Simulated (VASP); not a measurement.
# WSe2 in VASP: single point with PBE+D3(BJ)

Aim: the single point of WSe2 with PBE+D3(BJ).

Everything below comes from runs of VASP 6.6.1. Logs are shortened: lines on timing, memory, paths and dates and some standing lists are left out, and cuts for length are marked.

## 1. The cell of the first run

The cell holds a slab with vacuum, 6 atoms: a = 3.285 Å, b = 3.285 Å, c = 24.239 Å, α = 90.00°, β = 90.00°, γ = 120.00°.

## 2. Single point, PBE+D3(BJ) (layers slid over each other, then relaxed in part)

The input, INCAR:

```
PREC = Accurate ; ENCUT = 520
EDIFF = 1E-7 ; ISMEAR = 0
SIGMA = 0.05 ; LREAL = F
LASPH = T ; NELM = 60
ALGO = Normal ; ISIF = 2
LWAVE = F ; LCHARG = T
LDIPOL = T ; IDIPOL = 3
DIPOL = 0.5 0.5 0.395 ; GGA = PE
IVDW = 12 ; LELF = T
LVHAR = T ; LVACPOTAV = T
NBANDS = 35
```

The input, KPOINTS:

```
regular mesh
0
Gamma
  9 9 1
```

The input, POSCAR:

```
WSe2
1.0
    3.2854926209      0.0000000000      0.0000000000
   -1.6427463104      2.8453200736      0.0000000000
    0.0000000000      0.0000000000     24.2386466044
Se W
4 2
Direct
    0.3333333333      0.6666666667      0.1856539300
    0.3333333333      0.6666666667      0.3245584061
    0.5000000000      1.0000000000      0.4650120617
    0.5000000000      1.0000000000      0.6039207747
    0.6666666667      0.3333333333      0.2551307612
    0.8333333334      0.6666666667      0.5344320579
```

Potentials or basis: VASP PAW PBE potentials, release 64 (Se, W_sv).

The run is started by

```console
> cat potpaw_PBE.64/Se/POTCAR potpaw_PBE.64/W_sv/POTCAR > POTCAR
> mpirun -np 1 vasp_std > vasp.out
```

OUTCAR:

```text
PREC = Accurate
   ENCUT = 520
   EDIFF = 1E-7
   ISMEAR = 0
   LREAL = F
   LASPH = T
   NELM = 60
   ISIF = 2
   GGA = PE
   IVDW = 12
 IVDW          = 12

 ion  position               nearest neighbor table
   1  0.333  0.667  0.186-   5 2.54   5 2.54   5 2.54
   2  0.333  0.667  0.325-   5 2.54   5 2.54   5 2.54
   3  0.500  0.000  0.465-   6 2.54   6 2.54   6 2.54
   4  0.500  0.000  0.604-   6 2.54   6 2.54   6 2.54
   5  0.667  0.333  0.255-   2 2.54   2 2.54   2 2.54   1 2.54   1 2.54   1 2.54
   6  0.833  0.667  0.534-   3 2.54   3 2.54   3 2.54   4 2.54   4 2.54   4 2.54

  LATTYP: Found a hexagonal cell.
 ALAT       =     3.2854926209
 C/A-ratio  =     7.3774771096

  Lattice vectors:

 A1 = (   3.2854926209,   0.0000000000,   0.0000000000)
 A2 = (  -1.6427463104,   2.8453200736,   0.0000000000)
 A3 = (   0.0000000000,   0.0000000000,  24.2386466044)

Analysis of symmetry for initial positions (statically):
=====================================================================
 Subroutine PRICEL returns:
 Original cell was already a primitive cell.

 Routine SETGRP: Setting up the symmetry group for a
 hexagonal supercell.

 Subroutine GETGRP returns: Found  2 space group operations
 (whereof  2 operations were pure point group operations)
 out of a pool of 24 trial point group operations.

The static configuration has the point symmetry C_1h.

Analysis of symmetry for dynamics (positions and initial velocities):
=====================================================================
 Subroutine PRICEL returns:
 Original cell was already a primitive cell.

 Routine SETGRP: Setting up the symmetry group for a
 hexagonal supercell.

 Subroutine GETGRP returns: Found  2 space group operations
 (whereof  2 operations were pure point group operations)
 out of a pool of 24 trial point group operations.

The dynamic configuration has the point symmetry C_1h.

 Subroutine INISYM returns: Found  2 space group operations
 (whereof  2 operations are pure point group operations),
 and found     1 'primitive' translations

----------------------------------------------------------------------------------------

                                     Primitive cell

  volume of cell :     226.5896

  direct lattice vectors                    reciprocal lattice vectors
     3.285492621  0.000000000  0.000000000     0.304368360  0.175727154  0.000000000
    -1.642746310  2.845320074  0.000000000     0.000000000  0.351454309  0.000000000
[... 101 lines left out ...]
   TEBEG  =    0.0;   TEEND  =   0.0 temperature during run
   PSTRESS=    0.0 pullay stress
   NELECT =      52.0000    total number of electrons
   NUPDOWN=      -1.0000    fix difference up-down
   EMIN   =  10.00;   EMAX   =-10.00  energy-range for DOS
   EFERMI =   0.00;   METHOD = LEGACY
   ISMEAR =     0;   SIGMA  =   0.05  broadening in eV -4-tet -1-fermi 0-gaus
   EFERMI_NEDOS =   21; number of points for ismear=-14 and -15
   IALGO  =     38    algorithm
   IMIX   =      4    mixing-type and parameters
     AMIX     =   0.40;   BMIX     =  1.00
     AMIX_MAG =   1.60;   BMIX_MAG =  1.00
  volume/ion in A,a.u.               =      37.76       254.85
  Fermi-wavevector in a.u.,A,eV,Ry     =   1.002296  1.894065 13.668373  1.004597
  Thomas-Fermi vector in A             =   2.134774
   LORBIT       =      0    0 simple, 1 ext, 2 COOP (PROOUT), +10 PAW based schemes
   GGA     = PE    functional components
   LHFCALC =     F    Hartree Fock is set to
   AEXX    =    0.0000 exact exchange contribution
   IVDW    =    12    specifies the selected vdW correction
   LEPSILON=     F    determine dielectric tensor
   LRPA    =     F    only Hartree local field effects (RPA)
 non-spin polarized calculation
 Gauss-broadening in eV      SIGMA  =   0.05
  energy-cutoff  :      520.00
  volume of cell :      226.59
 maximum number of plane-waves:      6144
   NGX = 13   NGY = 13   NGZ = 91

 dipolmoment           0.000000      0.000000     -0.000000 electrons x Angstroem

 number of electron      51.9999993 magnetization

 dipolmoment           0.000000      0.000000      0.000555 electrons x Angstroem

 Free energy of the ion-electron system (eV)
  ---------------------------------------------------
  ext. energy  EPLUGINS =         0.00000000
  ---------------------------------------------------
  free energy    TOTEN  =       -43.16410787 eV

  energy without entropy =      -43.16410787  energy(sigma->0) =      -43.16410787

 E-fermi :   1.2816     XC(G=0):  -6.2426

 val. band max:        0.8830717229   @ k =   0.3333   0.3333   0.0000
 cond. band min:       2.4036077803   @ k =  -0.3333   0.2222   0.0000
 fundamental gap:      1.5205360574
 Fermi energy:         1.2815638942

 k-point     1 :       0.0000    0.0000    0.0000
  band No.  band energies     occupation
      1     -73.1818      2.00000
      2     -73.1716      2.00000
      3     -37.4295      2.00000
      4     -37.4190      2.00000
      5     -37.2942      2.00000
      6     -37.2932      2.00000
[... 901 lines left out ...]
     34       5.6766      0.00000
     35       6.1342      0.00000

 [... further k-points ...]

------------------------ aborting loop because EDIFF is reached ----------------------------------------

 Edisp (eV)   -2.34173

 E8    (eV) :    -1.0762

  FORCE on cell =-STRESS in cart. coord.  units (eV):
  Direction    XX          YY          ZZ          XY          YZ          ZX
  --------------------------------------------------------------------------------------
  -------------------------------------------------------------------------------------
  Total       0.01863     0.11475     0.29688     0.00000     0.32315     0.00000
  in kB       0.13174     0.81136     2.09922     0.00000     2.28494     0.00000
  external pressure =        1.01 kB  Pullay stress =        0.00 kB

 VOLUME and BASIS-vectors are now :
 -----------------------------------------------------------------------------
  energy-cutoff  :      520.00
  volume of cell :      226.59
      direct lattice vectors                 reciprocal lattice vectors
     3.285492621  0.000000000  0.000000000     0.304368360  0.175727154  0.000000000
    -1.642746310  2.845320074  0.000000000     0.000000000  0.351454309  0.000000000
     0.000000000  0.000000000 24.238646604     0.000000000  0.000000000  0.041256429

 POSITION                                       TOTAL-FORCE (eV/Angst)
 -----------------------------------------------------------------------------------
     -0.00000      1.89688      4.50000         0.000000      0.002350     -0.051567
     -0.00000      1.89688      7.86686        -0.000000     -0.066258      0.050002
      1.64275      0.00000     11.27126         0.000000      0.063637     -0.049397
      1.64275      0.00000     14.63822         0.000000      0.000377      0.048824
      1.64275      0.94844      6.18402        -0.000000     -0.016483     -0.000229
      1.64275      1.89688     12.95391         0.000000      0.016378      0.002366
 -----------------------------------------------------------------------------------
    total drift:                               -0.000001      0.000139      0.000070

  FREE ENERGIE OF THE ION-ELECTRON SYSTEM (eV)
  ---------------------------------------------------
  free  energy   TOTEN  =       -45.5058350483 eV

  energy  without entropy=      -45.5058350483  energy(sigma->0) =      -45.50583505

 vacuum level on the upper side and lower side of the slab         5.931         5.920
```

OSZICAR:

```text
N       E                     dE             d eps       ncg     rms          rms(c)
DAV:   1     0.469370306378E+03    0.46937E+03   -0.27146E+04  2054   0.130E+03
DAV:   2    -0.129434151171E+02   -0.48231E+03   -0.46705E+03  2190   0.328E+02
DAV:   3    -0.441801288479E+02   -0.31237E+02   -0.30882E+02  2220   0.805E+01
[... 16 lines left out ...]
DAV:  20    -0.431641024884E+02   -0.23635E-04   -0.16703E-06  1743   0.277E-03    0.804E-04
DAV:  21    -0.431641064331E+02   -0.39447E-05   -0.22596E-07  1647   0.825E-04    0.434E-04
DAV:  22    -0.431641076880E+02   -0.12548E-05   -0.53724E-08  1410   0.426E-04    0.806E-05
DAV:  23    -0.431641078151E+02   -0.12712E-06   -0.37293E-09  1262   0.168E-04    0.114E-04
DAV:  24    -0.431641078650E+02   -0.49925E-07   -0.18604E-09  1055   0.101E-04
   1 F= -.45505835E+02 E0= -.45505835E+02  d E =-.180821E-30
```

stdout:

```text
POSCAR found type information on POSCAR SeW
 POSCAR found :  2 types and       6 ions
 scaLAPACK will be used
 LDA part: xc-table for (Slater+PW92), standard interpolation
 POSCAR, INCAR and KPOINTS ok, starting setup
 FFT: planning ... GRIDC
 FFT: planning ... GRID_SOFT
 FFT: planning ... GRID
 WAVECAR not read
 entering main loop
 -----------------------------------------------------------------------------
|                                                                             |
|           W    W    AA    RRRRR   N    N  II  N    N   GGGG   !!!           |
|           W    W   A  A   R    R  NN   N  II  NN   N  G    G  !!!           |
|           W    W  A    A  R    R  N N  N  II  N N  N  G       !!!           |
|           W WW W  AAAAAA  RRRRR   N  N N  II  N  N N  G  GGG   !            |
|           WW  WW  A    A  R   R   N   NN  II  N   NN  G    G                |
|           W    W  A    A  R    R  N    N  II  N    N   GGGG   !!!           |
|                                                                             |
|     Did not find any points to average over, which means that no vacuum     |
|     field-free region was found. Please increase the size of  your cell     |
|     in the dimension of the dipole correction to obtain accurate            |
|     workfunction values.                                                    |
|                                                                             |
 -----------------------------------------------------------------------------
```

It took 7.9 min on 1 thread of Intel Xeon 8259CL, shared host; peak memory 0.39 GiB.

Results:

| Item | Value |
| --- | --- |
| Free energy | -45.5058 eV |
| Largest force | 0.083 eV/Å |
| Band gap on the k mesh | 1.52 eV (least direct gap 1.64 eV) |
| Dispersion energy per atom | -0.390 eV |

Forces in eV/Å, atoms in the order of the input:
```
Se   0.000  0.002 -0.052
Se   0.000 -0.066  0.050
Se   0.000  0.064 -0.049
Se   0.000  0.000  0.049
W    0.000 -0.016  0.000
W    0.000  0.016  0.002
```

Levels at points of the mesh, in eV from the valence-band top:
```
           k point  band 22  band 23  band 24  band 25  band 26  band 27  band 28  band 29  band 30  band 31
(0.00, 0.00, 0.00)    -1.21    -1.19    -1.19    -0.62    -0.04     2.94     2.95     2.97     2.98     3.10
```

Caveat: the cell differs from its parent crystal (layers slid over each other, then relaxed in part); spin-orbit coupling is left out, which moves the levels of the heavy elements.
